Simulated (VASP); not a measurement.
Set up this calculation in VASP 6.6.1, as the native input.

```
Task                   : single point
Functional             : PBE
Potentials or basis    : VASP PAW PBE potentials, release 64 (W_sv, Se)
Cutoff                 : 520 eV
k mesh                 : 12 × 12 × 12
Occupations            : gaussian, width 0.1 eV
Spin                   : no spin polarisation
Dipole correction      : no
Further INCAR settings : ALGO = Normal; EDIFF = 1e-07; NBANDS = 17
```

The structure of WSe lies in POSCAR:

```
WSe
1.0
    0.0000000000      2.7610497160      2.7610497160
    2.7610497160      0.0000000000      2.7610497160
    2.7610497160      2.7610497160      0.0000000000
W Se
1 1
Direct
    0.0000000000      0.0000000000      0.0000000000
    0.2500000000      0.2500000000      0.2500000000
```

These files were run (other wordings do the same):

INCAR

```
ALGO = Normal
EDIFF = 1E-7
ENCUT = 520
GGA = PE
ISIF = 2
ISMEAR = 0
LASPH = T
LCHARG = F
LREAL = F
LWAVE = F
NBANDS = 17
NELM = 100
PREC = Accurate
SIGMA = 0.1
```

KPOINTS

```
k-points
0
Gamma
  12 12 12
```

Potentials or basis: VASP PAW PBE potentials, release 64 (W_sv, Se).

Launch:

```sh
$ cat potpaw_PBE.64/W_sv/POTCAR potpaw_PBE.64/Se/POTCAR > POTCAR
$ mpirun -np 1 vasp_std > vasp.out
```

Results of the run:

- Pressure: 10.3 GPa
- Band gap on the k mesh: zero (bands 10 and 11 overlap by 0.44 eV)

Caveat: the cell stands under pressure; spin-orbit coupling is left out, which moves the levels of the heavy elements.

It took 55 s on 1 thread of Intel(R) Xeon(R) Platinum 8259CL CPU @ 2.50GHz (Skylake/Cascade Lake) (shared host), peak memory 0.2 GiB.
